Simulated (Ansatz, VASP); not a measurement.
# NbCu in VASP and in Ansatz

```xyz
2
Lattice="0.0000 2.5622 2.5622 2.5622 0.0000 2.5622 2.5622 2.5622 0.0000" Properties=species:S:1:pos:R:3 pbc="T T T"
Nb    0.0000    0.0000    0.0000
Cu    2.5622    2.5622    2.5622
```

Alike in both runs: task single point; functional HSE06; k mesh 4 × 4 × 4; occupations fermi-dirac, width 0.05 eV; non-collinear spin, spin-orbit coupling.

```csv
,VASP,Ansatz
version,VASP 6.6.1,Ansatz 0.2.0
potentials or method,"VASP PAW PBE potentials, release 64 (Nb_sv, Cu)",Ansatz PAW
plane-wave cutoff (eV),520,420
valence electrons in the cell,24,32
```

|  | VASP | Ansatz | Ansatz less VASP |
| --- | --- | --- | --- |
| pressure (GPa) | -3.2 | -3.0 | +0.19 |

VASP's potentials hold 24 valence electrons a cell and Ansatz's 32, so a difference there can come from the potentials and not from the codes.

The k mesh is coarse, so the values compare programs but aren't converged.
